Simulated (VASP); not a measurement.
# Cu (I4/mmm) in VASP: notebook

The runs below take Cu through single point, with LDA.

Everything below comes from runs of VASP 6.6.1. Logs are shortened: lines on timing, memory, paths and dates and some standing lists are left out, and cuts for length are marked.

## (1) The cell of the first run

Symmetry: I4/mmm, No. 139, tetragonal system. The conventional cell has a = 2.962 Å, b = 2.962 Å, c = 2.542 Å, α = 90.00°, β = 90.00°, γ = 90.00°. Within 3.2 Å of Cu (site symmetry 4/mmm) lie 14 Cu at 2.45 to 2.96 Å.

## (2) Single point, LDA (11.15 Å³/atom)

INCAR

```
SYSTEM = Cu
ALGO = Normal
EDIFF = 1E-6
ENCUT = 520
GGA = CA
ISIF = 2
ISMEAR = 0
LASPH = .True.
LCHARG = .True.
LELF = .True.
LREAL = .False.
LVHAR = .True.
LWAVE = .False.
NBANDS = 12
NELM = 100
PREC = Accurate
SIGMA = 0.15
```

KPOINTS

```
k-points
0
Gamma
  24 24 24
  0 0 0
```

POSCAR

```
Cu
1.0
   -1.4808098187      1.4808098187      1.2709790674
    1.4808098187     -1.4808098187      1.2709790674
    1.4808098187      1.4808098187     -1.2709790674
Cu
1
Direct
    0.0000000000      0.0000000000      0.0000000000
```

Potentials or basis: VASP PAW LDA potentials, release 64 (Cu).

Run with:

```console
> cat potpaw_LDA.64/Cu/POTCAR > POTCAR
> mpirun -np 1 vasp_std > vasp.out
```

OUTCAR:

```text
SYSTEM = Cu
   EDIFF = 1E-6
   ENCUT = 520
   GGA = CA
   ISIF = 2
   ISMEAR = 0
   LASPH = .True.
   LREAL = .False.
   NELM = 100
   PREC = Accurate

 ion  position               nearest neighbor table
   1  0.000  0.000  0.000-

  LATTYP: Found a body centered tetragonal cell.
 ALAT       =     2.9616196374
 C/A-ratio  =     0.8583000000

  Lattice vectors:

 A1 = (  -1.4808098187,   1.4808098187,   1.2709790674)
 A2 = (   1.4808098187,  -1.4808098187,   1.2709790674)
 A3 = (   1.4808098187,   1.4808098187,  -1.2709790674)

Analysis of symmetry for initial positions (statically):
=====================================================================
 Subroutine PRICEL returns:
 Original cell was already a primitive cell.

 Routine SETGRP: Setting up the symmetry group for a
 body centered tetragonal supercell.

 Subroutine GETGRP returns: Found 16 space group operations
 (whereof 16 operations were pure point group operations)
 out of a pool of 16 trial point group operations.

The static configuration has the point symmetry D_4h.

Analysis of symmetry for dynamics (positions and initial velocities):
=====================================================================
 Subroutine PRICEL returns:
 Original cell was already a primitive cell.

 Routine SETGRP: Setting up the symmetry group for a
 body centered tetragonal supercell.

 Subroutine GETGRP returns: Found 16 space group operations
 (whereof 16 operations were pure point group operations)
 out of a pool of 16 trial point group operations.

The dynamic configuration has the point symmetry D_4h.

 Subroutine INISYM returns: Found 16 space group operations
 (whereof 16 operations are pure point group operations),
 and found     1 'primitive' translations

----------------------------------------------------------------------------------------

                                     Primitive cell

  volume of cell :      11.1480

  direct lattice vectors                    reciprocal lattice vectors
    -1.480809819  1.480809819  1.270979067     0.000000000  0.337653083  0.393397510
     1.480809819 -1.480809819  1.270979067     0.337653083  0.000000000  0.393397510
     1.480809819  1.480809819 -1.270979067     0.337653083  0.337653083  0.000000000

  length of vectors
     2.449690435  2.449690435  2.449690435     0.518431485  0.518431485  0.477513569

  position of ions in fractional coordinates (direct lattice)
     0.000000000  0.000000000  0.000000000

  ion indices of the primitive-cell ions
   primitive index   ion index
                 1           1

----------------------------------------------------------------------------------------

 KPOINTS: k-points

Automatic generation of k-mesh.
 Grid dimensions read from file:
 generate k-points for:   24   24   24

 Generating k-lattice:

  Cartesian coordinates                     Fractional coordinates (reciprocal lattice)
     0.000000000  0.014068878  0.016391563     0.041666667  0.000000000 -0.000000000
     0.014068878  0.000000000  0.016391563     0.000000000  0.041666667 -0.000000000
     0.014068878  0.014068878  0.000000000     0.000000000  0.000000000  0.041666667

  Length of vectors
     0.021601312  0.021601312  0.019896399

  Shift w.r.t. Gamma in fractional coordinates (k-lattice)
     0.000000000  0.000000000  0.000000000

 Subroutine IBZKPT returns following result:
 ===========================================

 Found   1063 irreducible k-points:

 Following reciprocal coordinates:
            Coordinates               Weight
  0.000000  0.000000  0.000000      1.000000
  0.041667 -0.000000  0.000000      8.000000
  0.083333 -0.000000  0.000000      8.000000
  0.125000  0.000000  0.000000      8.000000
  0.166667  0.000000 -0.000000      8.000000
  0.208333  0.000000 -0.000000      8.000000
[... 16 lines left out ...]
  0.416667  0.041667  0.000000     16.000000
  0.458333  0.041667 -0.000000     16.000000
 [... further k-points ...]
   k-points           NKPTS =   1063   k-points in BZ     NKDIM =   1063   number of bands    NBANDS=     12
   number of dos      NEDOS =    301   number of ions     NIONS =      1
   total plane-waves  NPLWV =   5832
   dimension x,y,z NGX =    18 NGY =   18 NGZ =   18
   dimension x,y,z NGXF=    36 NGYF=   36 NGZF=   36
   ions per type =               1
   NGX,Y,Z   is equivalent  to a cutoff of  12.22, 12.22, 12.22 a.u.
   NGXF,Y,Z  is equivalent  to a cutoff of  24.43, 24.43, 24.43 a.u.
 SYSTEM =  Cu
   PREC   = accura    normal or accurate (medium, high low for compatibility)
   ISTART =      0    job   : 0-new  1-cont  2-samecut
   ICHARG =      2    charge: 1-file 2-atom 10-const
   ISPIN  =      1    spin polarized calculation?
   LNONCOLLINEAR =      F non collinear calculations
   LSORBIT =      F    spin-orbit coupling
   LASPH  =      T    aspherical Exc in radial PAW
   ENCUT  =  520.0 eV  38.22 Ry    6.18 a.u.   4.55  4.55  4.55*2*pi/ulx,y,z
   NELM   =    100;   NELMIN=  2; NELMDL= -5     # of ELM steps
   EDIFF  = 0.1E-05   stopping-criterion for ELM
   LREAL  =      F    real-space projection
   EDIFFG = 0.1E-04   stopping-criterion for IOM
   NSW    =      0    number of steps for IOM
   IBRION =     -1    ionic relax: 0-MD 1-quasi-New 2-CG
   NFREE  =      0    steps in history (QN), initial steepest desc. (CG)
   ISIF   =      2    stress and relaxation
   ISYM   =      2    0-nonsym 1-usesym 2-fastsym
   POTIM  = 0.5000    time-step for ionic-motion
   TEBEG  =    0.0;   TEEND  =   0.0 temperature during run
   PSTRESS=    0.0 pullay stress
   NELECT =      11.0000    total number of electrons
   NUPDOWN=      -1.0000    fix difference up-down
   EMIN   =  10.00;   EMAX   =-10.00  energy-range for DOS
   EFERMI =   0.00;   METHOD = LEGACY
   ISMEAR =     0;   SIGMA  =   0.15  broadening in eV -4-tet -1-fermi 0-gaus
   EFERMI_NEDOS =   21; number of points for ismear=-14 and -15
   IALGO  =     38    algorithm
   IMIX   =      4    mixing-type and parameters
     AMIX     =   0.40;   BMIX     =  1.00
     AMIX_MAG =   1.60;   BMIX_MAG =  1.00
  volume/ion in A,a.u.               =      11.15        75.23
  Fermi-wavevector in a.u.,A,eV,Ry     =   1.629822  3.079916 36.141407  2.656318
  Thomas-Fermi vector in A             =   2.722224
   LORBIT       =      0    0 simple, 1 ext, 2 COOP (PROOUT), +10 PAW based schemes
   GGA     = CA    functional components
   LHFCALC =     F    Hartree Fock is set to
   AEXX    =    0.0000 exact exchange contribution
   IVDW    =     0    specifies the selected vdW correction
   LEPSILON=     F    determine dielectric tensor
   LRPA    =     F    only Hartree local field effects (RPA)
 non-spin polarized calculation
 Gauss-broadening in eV      SIGMA  =   0.15
  energy-cutoff  :      520.00
  volume of cell :       11.15
 maximum number of plane-waves:       313
   NGX =  9   NGY =  9   NGZ =  9

 number of electron      11.0000001 magnetization

 Free energy of the ion-electron system (eV)
  ---------------------------------------------------
  ext. energy  EPLUGINS =         0.00000000
  ---------------------------------------------------
  free energy    TOTEN  =        -4.66245330 eV

  energy without entropy =       -4.65845445  energy(sigma->0) =       -4.66045388

 E-fermi :   8.1019     XC(G=0): -13.4399

 val. band max:        8.1015237141   @ k =  -0.1667   0.4167   0.1667
 cond. band min:       8.1049675307   @ k =  -0.3750   0.5000   0.0417
 fundamental gap:      0.0034438165
 Fermi energy:         8.1019408141

 k-point     1 :       0.0000    0.0000    0.0000
  band No.  band energies     occupation
      1      -1.7058      2.00000
      2       4.3417      2.00000
      3       5.0508      2.00000
      4       5.0508      2.00000
      5       5.3574      2.00000
      6       6.1288      2.00000
      7      31.5231      0.00000
      8      31.5231      0.00000
      9      35.5241      0.00000
     10      36.3683      0.00000
     11      36.6744      0.00000
     12      37.9813      0.00000

 k-point     2 :       0.0417   -0.0000    0.0000
  band No.  band energies     occupation
      1      -1.6312      2.00000
      2       4.3535      2.00000
      3       5.0440      2.00000
      4       5.0494      2.00000
      5       5.3666      2.00000
      6       6.1160      2.00000
      7      31.2887      0.00000
      8      31.2987      0.00000
      9      35.6762      0.00000
     10      35.6871      0.00000
     11      36.4497      0.00000
     12      37.3454      0.00000

 k-point     3 :       0.0833   -0.0000    0.0000
  band No.  band energies     occupation
      1      -1.4090      2.00000
      2       4.3798      2.00000
      3       5.0188      2.00000
      4       5.0549      2.00000
      5       5.3989      2.00000
      6       6.0803      2.00000
      7      30.6934      0.00000
      8      30.7326      0.00000
      9      33.4965      0.00000
     10      35.3093      0.00000
     11      36.3532      0.00000
     12      36.9280      0.00000
[... 286 lines left out ...]
 k-point    23 :       0.4167    0.0417    0.0000
  band No.  band energies     occupation
      1       2.7195      2.00000
      2       3.7817      2.00000
      3       5.7254      2.00000
      4       6.2263      2.00000
      5       6.4318      2.00000
      6       7.4085      2.00000
      7      14.5315      0.00000
      8      24.6490      0.00000
      9      25.0478      0.00000
     10      29.6126      0.00000
     11      32.6185      0.00000
     12      40.2386      0.00000

 k-point    24 :       0.4583    0.0417   -0.0000
  band No.  band energies     occupation
      1       2.7518      2.00000
      2       3.7531      2.00000
      3       5.7425      2.00000
      4       6.2843      2.00000
      5       6.5137      2.00000
      6       8.0146      1.58961
      7      13.5749      0.00000
      8      24.3259      0.00000
      9      24.9228      0.00000
     10      29.5779      0.00000
     11      32.6530      0.00000
     12      40.7539      0.00000

 [... further k-points ...]

------------------------ aborting loop because EDIFF is reached ----------------------------------------

  FORCE on cell =-STRESS in cart. coord.  units (eV):
  Direction    XX          YY          ZZ          XY          YZ          ZX
  --------------------------------------------------------------------------------------
  -------------------------------------------------------------------------------------
  Total       -0.2253617     -0.2253617      0.0538159      0.0000000      0.0000000      0.0000000
  in kB      -32.3887125    -32.3887125      7.7343531      0.0000000      0.0000000      0.0000000
  external PRESSURE =     -19.0143573 kB  Pullay stress =       0.0000000 kB

 VOLUME and BASIS-vectors are now :
 -----------------------------------------------------------------------------
  energy-cutoff  :      520.00
  volume of cell :       11.15
      direct lattice vectors                 reciprocal lattice vectors
    -1.480809819  1.480809819  1.270979067     0.000000000  0.337653083  0.393397510
     1.480809819 -1.480809819  1.270979067     0.337653083  0.000000000  0.393397510
     1.480809819  1.480809819 -1.270979067     0.337653083  0.337653083  0.000000000

 POSITION                                       TOTAL-FORCE (eV/Angst)
 -----------------------------------------------------------------------------------
      0.00000      0.00000      0.00000         0.000000     -0.000000      0.000000
 -----------------------------------------------------------------------------------
    total drift:                                0.000000      0.000000      0.000000

  FREE ENERGIE OF THE ION-ELECTRON SYSTEM (eV)
  ---------------------------------------------------
  free  energy   TOTEN  =        -4.6624533024 eV

  energy  without entropy=       -4.6584544483  energy(sigma->0) =       -4.66045388
```

It took 50 s on 1 thread of Intel Xeon 6975P-C (Granite Rapids), shared host; peak memory 0.23 GiB.

Results:

```
Free energy            : -4.6625 eV
Pressure               : -1.9 GPa
Band gap on the k mesh : zero (an odd number of electrons rules out a gap without spin polarisation)
```

Stress tensor (GPa, compression positive):
```
-3.24  0.00  0.00
 0.00 -3.24  0.00
 0.00  0.00  0.77
```

## (3) Single point, LDA (11.15 Å³/atom)

INCAR

```
SYSTEM = Cu
  PREC = Accurate
  ENCUT = 520
  EDIFF = 1E-6
  ISMEAR = 0
  SIGMA = 0.15
  LREAL = .False.
  LASPH = .True.
  NELM = 80
  ALGO = Normal
  ISIF = 2
  LWAVE = .False.
  LCHARG = .True.
  GGA = CA
  LELF = .True.
  LVHAR = .True.
  NBANDS = 12
```

KPOINTS

```
regular mesh
0
Gamma
  24 24 24
  0 0 0
```

POSCAR

```
Cu
1.0
   -1.4513680243      1.4513680243      1.3230670910
    1.4513680243     -1.4513680243      1.3230670910
    1.4513680243      1.4513680243     -1.3230670910
Cu
1
Direct
    0.0000000000      0.0000000000      0.0000000000
```

Potentials or basis: VASP PAW LDA potentials, release 64 (Cu).

Run with:

```console
> cat potpaw_LDA.64/Cu/POTCAR > POTCAR
> mpirun -np 1 vasp_std > vasp.out
```

OUTCAR:

```text
SYSTEM = Cu
   PREC = Accurate
   ENCUT = 520
   EDIFF = 1E-6
   ISMEAR = 0
   LREAL = .False.
   LASPH = .True.
   NELM = 80
   ISIF = 2
   GGA = CA

 ion  position               nearest neighbor table
   1  0.000  0.000  0.000-

  LATTYP: Found a body centered tetragonal cell.
 ALAT       =     2.9027360486
 C/A-ratio  =     0.9116000000

  Lattice vectors:

 A1 = (  -1.4513680243,   1.4513680243,   1.3230670910)
 A2 = (   1.4513680243,  -1.4513680243,   1.3230670910)
 A3 = (   1.4513680243,   1.4513680243,  -1.3230670910)

Analysis of symmetry for initial positions (statically):
=====================================================================
 Subroutine PRICEL returns:
 Original cell was already a primitive cell.

 Routine SETGRP: Setting up the symmetry group for a
 body centered tetragonal supercell.

 Subroutine GETGRP returns: Found 16 space group operations
 (whereof 16 operations were pure point group operations)
 out of a pool of 16 trial point group operations.

The static configuration has the point symmetry D_4h.

Analysis of symmetry for dynamics (positions and initial velocities):
[... 170 lines left out ...]
      5       5.5982      2.00000
      6       6.0447      2.00000
      7      32.6099      0.00000
      8      32.6099      0.00000
      9      35.3918      0.00000
     10      36.8097      0.00000
     11      37.0379      0.00000
     12      37.5228      0.00000
[... 331 lines left out ...]
 k-point    24 :       0.4583    0.0417    0.0000
  band No.  band energies     occupation
      1       2.7307      2.00000
      2       3.8304      2.00000
      3       5.7791      2.00000
      4       6.1422      2.00000
      5       6.5131      2.00000
      6       7.8098      1.99279
      7      13.2586      0.00000
      8      24.7002      0.00000
      9      25.3497      0.00000
     10      29.9687      0.00000
     11      33.0764      0.00000
     12      41.6486      0.00000

 [... further k-points ...]

------------------------ aborting loop because EDIFF is reached ----------------------------------------

  FORCE on cell =-STRESS in cart. coord.  units (eV):
  Direction    XX          YY          ZZ          XY          YZ          ZX
  --------------------------------------------------------------------------------------
  -------------------------------------------------------------------------------------
  Total       -0.1855677     -0.1855677     -0.1410149      0.0000000     -0.0000000      0.0000000
  in kB      -26.6695642    -26.6695642    -20.2664979      0.0000000     -0.0000000      0.0000000
  external PRESSURE =     -24.5352087 kB  Pullay stress =       0.0000000 kB

 VOLUME and BASIS-vectors are now :
 -----------------------------------------------------------------------------
  energy-cutoff  :      520.00
  volume of cell :       11.15
      direct lattice vectors                 reciprocal lattice vectors
    -1.451368024  1.451368024  1.323067091     0.000000000  0.344502560  0.377909785
     1.451368024 -1.451368024  1.323067091     0.344502560  0.000000000  0.377909785
     1.451368024  1.451368024 -1.323067091     0.344502560  0.344502560  0.000000000

 POSITION                                       TOTAL-FORCE (eV/Angst)
 -----------------------------------------------------------------------------------
      0.00000      0.00000      0.00000        -0.000000      0.000000      0.000000
 -----------------------------------------------------------------------------------
    total drift:                                0.000000     -0.000000      0.000000

  FREE ENERGIE OF THE ION-ELECTRON SYSTEM (eV)
  ---------------------------------------------------
  free  energy   TOTEN  =        -4.6677257390 eV

  energy  without entropy=       -4.6634437106  energy(sigma->0) =       -4.66558472
```

stdout:

```text
POSCAR found type information on POSCAR Cu
 POSCAR found :  1 types and       1 ions
 scaLAPACK will be used
 LDA part: xc-table for (Slater(with rela. corr.)+CA(PZ))
 , standard interpolation
 POSCAR, INCAR and KPOINTS ok, starting setup
 FFT: planning ... GRIDC
 FFT: planning ... GRID_SOFT
 FFT: planning ... GRID
 WAVECAR not read
 entering main loop
```

Wall time 52 s (1 thread of Intel Xeon 6975P-C (Granite Rapids), shared host); peak memory 0.23 GiB.

Results:

```
Free energy            : -4.6677 eV
Pressure               : -2.5 GPa
Band gap on the k mesh : zero (an odd number of electrons rules out a gap without spin polarisation)
```

Levels at points of the mesh, in eV from the Fermi level:
| k point | band 4 | band 5 | band 6 | band 7 | band 8 | band 9 |
| --- | --- | --- | --- | --- | --- | --- |
| (0.00, 0.00, 0.00) | -3.19 | -2.50 | -2.05 | 24.52 | 24.52 | 27.30 |
| (0.50, 0.00, 0.00) | -1.91 | -1.44 | -0.45 | 5.03 | 17.23 | 17.28 |
| (0.50, 0.50, 0.00) | -2.22 | -1.48 | -1.19 | 3.96 | 19.74 | 20.15 |
| (0.50, 0.50, 0.50) | -1.65 | -1.55 | 7.23 | 7.23 | 10.95 | 13.23 |

[end of part 1 of 2]
